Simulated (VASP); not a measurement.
Input of a VASP 6.6.1 run:

The input INCAR:

```
SYSTEM = MgC2
ALGO     = Normal         ! electronic algorithm
EDIFF    = 1E-6           ! SCF threshold, eV
ENCUT    = 520            ! plane-wave cutoff, eV
ISIF     = 2              ! what is computed and relaxed
ISMEAR   = -5             ! smearing method
LASPH    = .TRUE.         ! aspherical terms in the spheres
LCHARG   = .FALSE.        ! write CHGCAR
LREAL    = .FALSE.        ! projectors in reciprocal space
LWAVE    = .FALSE.        ! write WAVECAR
NBANDS   = 19             ! bands
NELM     = 80             ! most SCF steps
PREC     = Accurate       ! precision mode
SIGMA    = 0.05           ! smearing width, eV
```

KPOINTS

```
k-points
0
G
  7 7 6
  0 0 0
```

Contents of POSCAR:

```
MgC2
1.0
    3.9507770000      0.0000000000      0.0000000000
    0.0000000000      3.9507770000      0.0000000000
    0.0000000000      0.0000000000      4.9870890000
Mg C
2 4
Direct
    0.0000000000      0.0000000000      0.5000000000
    0.5000000000      0.5000000000      0.0000000000
    0.3876550000      0.6123450000      0.5000000000
    0.6123450000      0.3876550000      0.5000000000
    0.8876550000      0.8876550000      0.0000000000
    0.1123450000      0.1123450000      0.0000000000
```

Potentials or basis: VASP PAW LDA potentials, release 64 (Mg, C).

Command:

```sh
$ cat potpaw_LDA.64/Mg/POTCAR potpaw_LDA.64/C/POTCAR > POTCAR
$ mpirun -np 1 vasp_std > vasp.out
```

Question: Estimate the pressure.

Answer: -5.9 GPa.

Question: Predict the band gap on the k mesh.

Answer: 2.47 eV, indirect (least direct gap 2.85 eV).

Stress tensor (GPa, compression positive):
```
-6.43  0.00  0.00
 0.00 -6.43  0.00
 0.00  0.00 -4.79
```

A k mesh can miss the band edges. A hybrid or GW would open this gap; LDA tends to underestimate it.
